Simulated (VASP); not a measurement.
# Rh (Fm-3m) in VASP: a series of runs

Runs on Rh. Level: LDA. Tasks: single point, relaxation of cell and atoms.

All numbers are computed with VASP 6.6.1; they aren't measurements. Logs are shortened: lines on timing, memory, paths and dates and some standing lists are left out, and cuts for length are marked.

## 1. The cell of the first run

The structure is cubic, space group Fm-3m (No. 225). The conventional cell has a = 3.754 Å, b = 3.754 Å, c = 3.754 Å, α = 90.00°, β = 90.00°, γ = 90.00°. Within 3.5 Å of Rh (site symmetry m-3m) lie 12 Rh at 2.65 Å.

## 2. Single point, LDA

INCAR reads:

```
ALGO = Normal
EDIFF = 1E-6
ENCUT = 500
GGA = CA
GGA_COMPAT = False
ISIF = 2
ISMEAR = 0
LASPH = True
LCHARG = False
LREAL = False
LWAVE = False
NBANDS = 14
NELM = 120
PREC = Accurate
SIGMA = 0.1
```

KPOINTS reads:

```
k-points
0
Gamma
  18 18 18
```

POSCAR reads:

```
Rh
1.0
    0.0000000000      1.8770649400      1.8770649400
    1.8770649400      0.0000000000      1.8770649400
    1.8770649400      1.8770649400      0.0000000000
Rh
1
Direct
    0.0000000000      0.0000000000      0.0000000000
```

Potentials or basis: VASP PAW LDA potentials, release 64 (Rh_pv).

Started as:

```console
$ cat potpaw_LDA.64/Rh_pv/POTCAR > POTCAR
$ mpirun -np 1 vasp_std > vasp.out
```

OUTCAR:

```text
EDIFF = 1E-6
   ENCUT = 500
   GGA = CA
   ISIF = 2
   ISMEAR = 0
   LASPH = True
   LREAL = False
   NELM = 120
   PREC = Accurate

 ion  position               nearest neighbor table
   1  0.000  0.000  0.000-

  LATTYP: Found a face centered cubic cell.
 ALAT       =     3.7541298800

  Lattice vectors:

 A1 = (   0.0000000000,   1.8770649400,   1.8770649400)
 A2 = (   1.8770649400,   0.0000000000,   1.8770649400)
 A3 = (   1.8770649400,   1.8770649400,   0.0000000000)

Analysis of symmetry for initial positions (statically):
=====================================================================
 Subroutine PRICEL returns:
 Original cell was already a primitive cell.

 Routine SETGRP: Setting up the symmetry group for a
 face centered cubic supercell.

 Subroutine GETGRP returns: Found 48 space group operations
 (whereof 48 operations were pure point group operations)
 out of a pool of 48 trial point group operations.

The static configuration has the point symmetry O_h .

Analysis of symmetry for dynamics (positions and initial velocities):
=====================================================================
 Subroutine PRICEL returns:
 Original cell was already a primitive cell.

 Routine SETGRP: Setting up the symmetry group for a
 face centered cubic supercell.

 Subroutine GETGRP returns: Found 48 space group operations
 (whereof 48 operations were pure point group operations)
 out of a pool of 48 trial point group operations.

The dynamic configuration has the point symmetry O_h .

 Subroutine INISYM returns: Found 48 space group operations
 (whereof 48 operations are pure point group operations),
 and found     1 'primitive' translations

----------------------------------------------------------------------------------------

                                     Primitive cell

  volume of cell :      13.2272

  direct lattice vectors                    reciprocal lattice vectors
     0.000000000  1.877064940  1.877064940    -0.266373309  0.266373309  0.266373309
     1.877064940  0.000000000  1.877064940     0.266373309 -0.266373309  0.266373309
     1.877064940  1.877064940  0.000000000     0.266373309  0.266373309 -0.266373309

  length of vectors
     2.654570696  2.654570696  2.654570696     0.461372106  0.461372106  0.461372106

  position of ions in fractional coordinates (direct lattice)
     0.000000000  0.000000000  0.000000000

  ion indices of the primitive-cell ions
   primitive index   ion index
                 1           1

----------------------------------------------------------------------------------------

 KPOINTS: k-points

Automatic generation of k-mesh.
 Grid dimensions read from file:
 generate k-points for:   18   18   18

 Generating k-lattice:

  Cartesian coordinates                     Fractional coordinates (reciprocal lattice)
    -0.014798517  0.014798517  0.014798517     0.055555556  0.000000000  0.000000000
     0.014798517 -0.014798517  0.014798517     0.000000000  0.055555556  0.000000000
     0.014798517  0.014798517 -0.014798517     0.000000000  0.000000000  0.055555556

  Length of vectors
     0.025631784  0.025631784  0.025631784

  Shift w.r.t. Gamma in fractional coordinates (k-lattice)
     0.000000000  0.000000000  0.000000000

 Subroutine IBZKPT returns following result:
 ===========================================

 Found    195 irreducible k-points:

 Following reciprocal coordinates:
            Coordinates               Weight
  0.000000  0.000000  0.000000      1.000000
  0.055556  0.000000  0.000000      8.000000
  0.111111  0.000000  0.000000      8.000000
  0.166667  0.000000  0.000000      8.000000
  0.222222  0.000000  0.000000      8.000000
  0.277778  0.000000  0.000000      8.000000
[... 16 lines left out ...]
 -0.277778  0.055556  0.000000     24.000000
 -0.222222  0.055556  0.000000     24.000000
 [... further k-points ...]
   k-points           NKPTS =    195   k-points in BZ     NKDIM =    195   number of bands    NBANDS=     14
   number of dos      NEDOS =    301   number of ions     NIONS =      1
   total plane-waves  NPLWV =   8000
   dimension x,y,z NGX =    20 NGY =   20 NGZ =   20
   dimension x,y,z NGXF=    40 NGYF=   40 NGZF=   40
   ions per type =               1
   NGX,Y,Z   is equivalent  to a cutoff of  12.53, 12.53, 12.53 a.u.
   NGXF,Y,Z  is equivalent  to a cutoff of  25.05, 25.05, 25.05 a.u.
 SYSTEM =  unknown system
   PREC   = accura    normal or accurate (medium, high low for compatibility)
   ISTART =      0    job   : 0-new  1-cont  2-samecut
   ICHARG =      2    charge: 1-file 2-atom 10-const
   ISPIN  =      1    spin polarized calculation?
   LNONCOLLINEAR =      F non collinear calculations
   LSORBIT =      F    spin-orbit coupling
   LASPH  =      T    aspherical Exc in radial PAW
   ENCUT  =  500.0 eV  36.75 Ry    6.06 a.u.   4.84  4.84  4.84*2*pi/ulx,y,z
   NELM   =    120;   NELMIN=  2; NELMDL= -5     # of ELM steps
   EDIFF  = 0.1E-05   stopping-criterion for ELM
   LREAL  =      F    real-space projection
   EDIFFG = 0.1E-04   stopping-criterion for IOM
   NSW    =      0    number of steps for IOM
   IBRION =     -1    ionic relax: 0-MD 1-quasi-New 2-CG
   NFREE  =      0    steps in history (QN), initial steepest desc. (CG)
   ISIF   =      2    stress and relaxation
   ISYM   =      2    0-nonsym 1-usesym 2-fastsym
   POTIM  = 0.5000    time-step for ionic-motion
   TEBEG  =    0.0;   TEEND  =   0.0 temperature during run
   PSTRESS=    0.0 pullay stress
   NELECT =      15.0000    total number of electrons
   NUPDOWN=      -1.0000    fix difference up-down
   EMIN   =  10.00;   EMAX   =-10.00  energy-range for DOS
   EFERMI =   0.00;   METHOD = LEGACY
   ISMEAR =     0;   SIGMA  =   0.10  broadening in eV -4-tet -1-fermi 0-gaus
   EFERMI_NEDOS =   21; number of points for ismear=-14 and -15
   IALGO  =     38    algorithm
   IMIX   =      4    mixing-type and parameters
     AMIX     =   0.40;   BMIX     =  1.00
     AMIX_MAG =   1.60;   BMIX_MAG =  1.00
  volume/ion in A,a.u.               =      13.23        89.26
  Fermi-wavevector in a.u.,A,eV,Ry     =   1.707193  3.226127 39.654288  2.914508
  Thomas-Fermi vector in A             =   2.786090
   LORBIT       =      0    0 simple, 1 ext, 2 COOP (PROOUT), +10 PAW based schemes
   GGA     = CA    functional components
   LHFCALC =     F    Hartree Fock is set to
   AEXX    =    0.0000 exact exchange contribution
   IVDW    =     0    specifies the selected vdW correction
   LEPSILON=     F    determine dielectric tensor
   LRPA    =     F    only Hartree local field effects (RPA)
 non-spin polarized calculation
 Gauss-broadening in eV      SIGMA  =   0.10
  energy-cutoff  :      500.00
  volume of cell :       13.23
 maximum number of plane-waves:       347
   NGX =  9   NGY =  9   NGZ =  9

 number of electron      15.0000002 magnetization

 Free energy of the ion-electron system (eV)
  ---------------------------------------------------
  ext. energy  EPLUGINS =         0.00000000
  ---------------------------------------------------
  free energy    TOTEN  =        -8.68684019 eV

  energy without entropy =       -8.68050399  energy(sigma->0) =       -8.68367209

 E-fermi :  12.4485     XC(G=0): -14.6000

 val. band max:       12.4405511999   @ k =   0.5000   0.2222   0.1111
 cond. band min:      12.4490830638   @ k =  -0.4444   0.3333   0.1667
 fundamental gap:      0.0085318639
 Fermi energy:        12.4484697138

 k-point     1 :       0.0000    0.0000    0.0000
  band No.  band energies     occupation
      1     -33.7961      2.00000
      2     -33.7961      2.00000
      3     -33.7961      2.00000
      4       4.1238      2.00000
      5       9.1366      2.00000
      6       9.1366      2.00000
      7       9.1366      2.00000
      8      11.3944      2.00000
      9      11.3944      2.00000
     10      28.3510      0.00000
     11      32.6705      0.00000
     12      33.9790      0.00000
     13      33.9790      0.00000
     14      33.9790      0.00000

 k-point     2 :       0.0556    0.0000    0.0000
  band No.  band energies     occupation
      1     -33.8229      2.00000
      2     -33.7997      2.00000
      3     -33.7997      2.00000
      4       4.2536      2.00000
      5       9.0770      2.00000
      6       9.1887      2.00000
      7       9.1887      2.00000
      8      11.3641      2.00000
      9      11.3641      2.00000
     10      28.5480      0.00000
     11      32.6694      0.00000
     12      33.2901      0.00000
     13      34.1751      0.00000
     14      34.1751      0.00000

 k-point     3 :       0.1111    0.0000    0.0000
  band No.  band energies     occupation
      1     -33.8994      2.00000
      2     -33.8100      2.00000
      3     -33.8100      2.00000
      4       4.6251      2.00000
      5       8.9284      2.00000
      6       9.3248      2.00000
      7       9.3248      2.00000
      8      11.2983      2.00000
      9      11.2983      2.00000
     10      29.0799      0.00000
     11      31.8424      0.00000
     12      32.6730      0.00000
     13      34.7451      0.00000
     14      34.7451      0.00000
[... 324 lines left out ...]
 k-point    23 :      -0.2778    0.0556    0.0000
  band No.  band energies     occupation
      1     -34.3507      2.00000
      2     -33.9007      2.00000
      3     -33.8633      2.00000
      4       6.2308      2.00000
      5       9.2936      2.00000
      6       9.5037      2.00000
      7       9.5275      2.00000
      8      11.5697      2.00000
      9      12.3861      1.62255
     10      26.4298      0.00000
     11      29.8070      0.00000
     12      32.6718      0.00000
     13      35.5002      0.00000
     14      37.8308      0.00000

 k-point    24 :      -0.2222    0.0556    0.0000
  band No.  band energies     occupation
      1     -34.2086      2.00000
      2     -33.8798      2.00000
      3     -33.8426      2.00000
      4       5.9959      2.00000
      5       8.7851      2.00000
      6       9.5590      2.00000
      7       9.6127      2.00000
      8      11.1739      2.00000
      9      11.9069      2.00000
     10      28.1314      0.00000
     11      30.2703      0.00000
     12      32.6719      0.00000
     13      35.7155      0.00000
     14      37.5302      0.00000

 [... further k-points ...]
[... 5 lines left out ...]
  --------------------------------------------------------------------------------------
  -------------------------------------------------------------------------------------
  Total        0.0708720      0.0708720      0.0708720      0.0000000     -0.0000000      0.0000000
  in kB        8.5845478      8.5845478      8.5845478      0.0000000     -0.0000000      0.0000000
  external PRESSURE =       8.5845478 kB  Pullay stress =       0.0000000 kB

 VOLUME and BASIS-vectors are now :
 -----------------------------------------------------------------------------
  energy-cutoff  :      500.00
  volume of cell :       13.23
      direct lattice vectors                 reciprocal lattice vectors
     0.000000000  1.877064940  1.877064940    -0.266373309  0.266373309  0.266373309
     1.877064940  0.000000000  1.877064940     0.266373309 -0.266373309  0.266373309
     1.877064940  1.877064940  0.000000000     0.266373309  0.266373309 -0.266373309

 POSITION                                       TOTAL-FORCE (eV/Angst)
 -----------------------------------------------------------------------------------
      0.00000      0.00000      0.00000         0.000000      0.000000      0.000000
 -----------------------------------------------------------------------------------
    total drift:                               -0.000000     -0.000000     -0.000000

  FREE ENERGIE OF THE ION-ELECTRON SYSTEM (eV)
  ---------------------------------------------------
  free  energy   TOTEN  =        -8.6868401900 eV

  energy  without entropy=       -8.6805039914  energy(sigma->0) =       -8.68367209
```

It took 29 s on 1 thread of AMD EPYC 7R13, shared host; peak memory 0.11 GiB.

Results:

| Item | Value |
| --- | --- |
| Free energy | -8.6868 eV |
| Pressure | 0.9 GPa |

## 3. Relaxation of cell and atoms, LDA

This run uses another cell than the first one, of 13.50 Å³/atom, 1.021 times its volume.

INCAR reads:

```
SYSTEM = Rh
PREC = Accurate ; ENCUT = 500
EDIFF = 1E-7 ; ISMEAR = 0
SIGMA = 0.1 ; LREAL = .FALSE.
LASPH = .TRUE. ; NELM = 120
ALGO = Normal ; ISIF = 3
LWAVE = .FALSE. ; LCHARG = .FALSE.
GGA = CA ; IBRION = 2
NSW = 100 ; EDIFFG = -0.002
GGA_COMPAT = .FALSE. ; NELMIN = 4
```

KPOINTS reads:

```
Automatic mesh
0
G
  18 18 18
  0 0 0
```

POSCAR reads:

```
Rh
1.0
    0.0000000000      1.8900000000      1.8900000000
    1.8900000000      0.0000000000      1.8900000000
    1.8900000000      1.8900000000      0.0000000000
Rh
1
Direct
    0.0000000000      0.0000000000      0.0000000000
```

Potentials or basis: VASP PAW LDA potentials, release 64 (Rh_pv).

Started as:

```console
$ cat potpaw_LDA.64/Rh_pv/POTCAR > POTCAR
$ mpirun -np 1 vasp_std > vasp.out
```

Wall time 63 s (1 thread of AMD EPYC 7R13, shared host); peak memory 0.12 GiB.

Results (log left out):

- Free energy: -8.6870 eV
- Relaxed volume: 13.26 Å³/atom
- Relaxed cell: a = 2.657 Å, b = 2.657 Å, c = 2.657 Å, α = 60.00°, β = 60.00°, γ = 60.00°
- Space group after relaxing (to 0.05 Å): Fm-3m (No. 225)
- Energy gained by relaxing: 4.1 meV/atom
- Ionic steps: 4
- Pressure after relaxing: 0.0 GPa

The path:
| step | energy change (eV) | largest force (eV/Å) | pressure (GPa) | volume (Å³) |
| --- | --- | --- | --- | --- |
| 1 | 0.0000 | 0.0000 | -5.41 | 13.50 |
| 2 | 0.0286 | 0.0000 | 17.47 | 12.63 |
| 3 | -0.0041 | 0.0000 | -0.11 | 13.27 |
| 4 | -0.0041 | 0.0000 | 0.00 | 13.26 |

Final structure:
```
Rh
1.0
     0.00000    1.87871    1.87871
     1.87871    0.00000    1.87871
     1.87871    1.87871    0.00000
Rh
1
Direct
  0.00000 0.00000 0.00000
```

Levels at points of the mesh, in eV from the Fermi level:
```
           k point  band 5  band 6  band 7  band 8  band 9  band 10
(0.00, 0.00, 0.00)   -3.30   -3.30   -3.30   -1.05   -1.05    15.91
(0.50, 0.00, 0.00)   -3.37   -3.37    0.61    0.61    0.65     8.96
(0.50, 0.50, 0.00)   -6.33    0.59    1.05    1.05    3.24    12.70
```
